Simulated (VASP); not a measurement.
Crystal: TaN.

```xyz
2
Lattice="0.0000 2.1983 2.1983 2.1983 0.0000 2.1983 2.1983 2.1983 0.0000" Properties=species:S:1:pos:R:3 pbc="T T T"
Ta    2.1983    2.1983    2.1983
N     0.0000    0.0000    0.0000
```

Base run:

| Item | Value |
| --- | --- |
| Program | VASP 6.6.1 |
| Functional | r2SCAN |
| Potentials or basis | VASP PAW PBE potentials, release 64 (Ta_pv, N) |
| Cutoff | 520 eV |
| k mesh | 16 × 16 × 16 |
| Occupations | gaussian, width 0.1 eV |
| Spin | no spin polarisation |

Its results: band gap on the k mesh zero (band 8 reaches 11.55 eV, above the bottom of band 9 at 7.45 eV); pressure 1.9 GPa.

Problem. The run is repeated on the same cell with these changes: potentials or basis from VASP PAW PBE potentials, release 64 (Ta_pv, N) to VASP PAW PBE potentials, release 64 (Ta_sv_GW, N); cutoff from 520 eV to 660 eV; further incar settings from ALGO = Normal; EDIFF = 1e-06; NBANDS = 15 to ALGO = Normal; EDIFF = 1e-06; NBANDS = 16; valence electrons from 16 to 18. What comes out?

Solution. Band gap on the k mesh zero (band 9 reaches 15.82 eV, above the bottom of band 10 at 11.73 eV); pressure 0.0 GPa.

Caveats: the PAW data sets were made with another functional, which shifts forces and pressure a little; spin-orbit coupling is left out, which moves the levels of the heavy elements.
